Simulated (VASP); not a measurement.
Here is a VASP 6.6.1 calculation.

Contents of INCAR:

```
SYSTEM = SnO
  PREC = Accurate
  ENCUT = 520
  EDIFF = 1E-6
  ISMEAR = 0
  SIGMA = 0.01
  LREAL = .False.
  LASPH = .True.
  NELM = 80
  ALGO = Normal
  ISIF = 2
  LWAVE = .False.
  LCHARG = .False.
  GGA = PE
  NBANDS = 28
```

Contents of KPOINTS:

```
Automatic mesh
0
Gamma
  12 12 6
  0 0 0
```

POSCAR

```
SnO
1.0
    4.1254991749      0.0000000000      0.0000000000
   -2.0627495874      3.5727870888      0.0000000000
    0.0000000000      0.0000000000      5.1854033114
Sn O
2 2
Direct
    0.3333333333      0.6666666667      0.2500000000
    0.6666666667      0.3333333333      0.7500000000
    0.6666666667      0.3333333333      0.2500000000
    0.3333333333      0.6666666667      0.7500000000
```

Potentials or basis: VASP PAW PBE potentials, release 64 (Sn_d, O).

Launch:

```sh
$ cat potpaw_PBE.64/Sn_d/POTCAR potpaw_PBE.64/O/POTCAR > POTCAR
$ mpirun -np 1 vasp_std > vasp.out
```

Problem. Estimate the band gap on the k mesh.

Solution. 0.41 eV, direct.

Problem. Estimate the pressure.

Solution. 2.6 GPa.

Stress tensor (GPa, compression positive):
```
2.67 0.00 0.00
0.00 2.67 0.00
0.00 0.00 2.31
```

Caveat: spin-orbit coupling is left out, which moves the levels of the heavy elements. A k mesh can miss the band edges.
